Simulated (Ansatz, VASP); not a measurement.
**TaN in VASP and in Ansatz**

File INCAR:

```
SYSTEM = TaN
PREC = Accurate
ENCUT = 700
EDIFF = 1E-6
ISMEAR = -1
SIGMA = 0.05
LREAL = .False.
LASPH = .True.
NELM = 120
ALGO = Normal
ISIF = 2
LWAVE = .False.
LCHARG = .False.
GGA = PE
NBANDS = 16
GGA_COMPAT = .False.
```

KPOINTS

```
Automatic mesh
0
Gamma
  15 15 13
  0 0 0
```

The input POSCAR:

```
TaN
1.0
    2.5161187071      0.0000000000      0.0000000000
   -1.2580593536      2.1790227193      0.0000000000
    0.0000000000      0.0000000000      2.5495513361
Ta N
1 1
Direct
    0.0000000000      0.0000000000      0.0000000000
    0.3333333333      0.6666666667      0.5000000000
```

Input for Ansatz:

```yaml
crystal:
  lattice:
    - [2.5161187071, 0.0, 0.0]
    - [-1.2580593536, 2.1790227193, 0.0]
    - [0.0, 0.0, 2.5495513361]
  atoms:
    - { symbol: Ta, position: [0.0, 0.0, 0.0] }
    - { symbol: "N", position: [0.3333333333, 0.6666666667, 0.5] }
kpoints:
  mp_grid: { grid: [15, 15, 13] }
scf:
  occupations: { method: fermi_dirac, width: 0.05 }
hamiltonian:
  xc: pbe
  pseudopotentials: { kind: paw }
output:
  forces: true
  stress: true
  eigenvalues: true
  populations: true
  write_density: true
  write_potential: true
  elf: true
  volumetric_format: npy
```

Change from the starting cell: volume scaled by 0.64, PAW files.

Alike in both runs: task single point; functional PBE; k mesh 15 × 15 × 13; occupations fermi-dirac, width 0.05 eV; no spin polarisation.

|  | VASP | Ansatz |
| --- | --- | --- |
| version | VASP 6.6.1 | Ansatz 0.2.0 |
| potentials or method | VASP PAW PBE potentials, release 64 (Ta_sv_GW, N) | PAW with Ansatz's default frozen-core files, scalar-relativistic |
| plane-wave cutoff (eV) | 700 | 420 |
| valence electrons in the cell | 18 | 18 |

```tsv
	VASP	Ansatz	Ansatz less VASP
pressure (GPa)	385.7	380.3	-5.36
traceless stress, the component that is largest in VASP (GPa)	1.18	0.01	-1.164
```

Both programs put the cell under a high pressure, so it lies far from rest at this level.

Spin-orbit coupling is off throughout. Noted on VASP's run: the cell as given lies far from equilibrium.
